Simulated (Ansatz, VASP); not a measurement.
## B2As: VASP beside Ansatz

File INCAR:

```
ALGO = Normal
EDIFF = 1E-6
ENCUT = 520
GGA = PE
ISIF = 2
ISMEAR = 0
LASPH = T
LCHARG = F
LREAL = F
LWAVE = F
NBANDS = 20
NELM = 100
PREC = Accurate
SIGMA = 0.1
```

KPOINTS

```
k-points
0
Gamma
  10 10 8
```

File POSCAR:

```
B2As
1.0
    2.7117534772     -2.5591635707     -0.0115687625
    2.7117534772      2.5591635707     -0.0115687625
   -1.6718334278      0.0000000000      5.0594206172
B As
4 2
Direct
    0.1722159010      0.4746022989      0.4210565911
    0.5253977011      0.8277840990      0.0789434089
    0.8277840990      0.5253977011      0.5789434089
    0.4746022989      0.1722159010      0.9210565911
    0.0000000000      0.5000000000      0.0000000000
    0.5000000000      0.0000000000      0.5000000000
```

Input for Ansatz:

```yaml
crystal:
  lattice:
    - [2.7117534772, -2.5591635707, -0.0115687625]
    - [2.7117534772, 2.5591635707, -0.0115687625]
    - [-1.6718334278, 0.0, 5.0594206172]
  atoms:
    - { symbol: B, position: [0.172215901, 0.4746022989, 0.4210565911] }
    - { symbol: B, position: [0.5253977011, 0.827784099, 0.0789434089] }
    - { symbol: B, position: [0.827784099, 0.5253977011, 0.5789434089] }
    - { symbol: B, position: [0.4746022989, 0.172215901, 0.9210565911] }
    - { symbol: As, position: [0.0, 0.5, 0.0] }
    - { symbol: As, position: [0.5, 0.0, 0.5] }
basis:
  ecutwfc: 420
kpoints:
  mp_grid: { grid: [10, 10, 8] }
  band_path:
    path:
      - [[0.0, 0.0, 0.0], [-0.49766641, 0.49766641, 0.0]]
      - [[-0.50233359, -0.49766641, 0.0], [-0.5, -0.5, 0.0], [0.0, 0.0, 0.0], [-0.5, -0.5, 0.5], [-0.58244673, -0.41755327, 0.5]]
      - [[-0.41755327, 0.41755327, 0.5], [0.0, 0.0, 0.5], [0.0, 0.0, 0.0]]
      - [[-0.5, 0.0, 0.5], [0.0, 0.0, 0.0], [-0.5, 0.0, 0.0]]
    npoints: 14
hamiltonian:
  xc: pbe
scf:
  occupations: { method: gaussian, width: 0.1 }
  n_extra_bands: 15
output:
  forces: true
  stress: true
  eigenvalues: true
  populations: true
  dos: { projected: true, de: 0.02, nscf_kmesh: { grid: [12, 12, 10] } }
  bader: true
  write_density: true
  write_potential: true
  elf: true
  volumetric_format: npy
```

Alike in both runs: task single point; functional PBE; k mesh 10 × 10 × 8; occupations gaussian, width 0.1 eV; no spin polarisation.

|  | VASP | Ansatz |
| --- | --- | --- |
| version | VASP 6.6.1 | Ansatz 0.2.0 |
| potentials or method | VASP PAW PBE potentials, release 64 (B, As), cutoff 520 eV | scalar-relativistic, plane waves, PAW |
| valence electrons in the cell | 22 | 42 |

```csv
,VASP,Ansatz,Ansatz less VASP
gap on the k mesh at the Fermi level (eV),none,none,-
pressure (GPa),0.4,0.0,-0.39
"traceless stress, the component that is largest in VASP (GPa)",-0.09,0.00,+0.088
rms of the force components (eV/Å),0.008,0.000,-0.0076
```

Atom by atom the forces differ by 0.008 eV/Å (rms over components). A gap of «none» marks a metal or a gap that the smearing closes. With one functional, cell and mesh, what is left measures potentials, basis and numerics. VASP's potentials hold 22 valence electrons a cell and Ansatz's 42, so a difference there can come from the potentials and not from the codes.
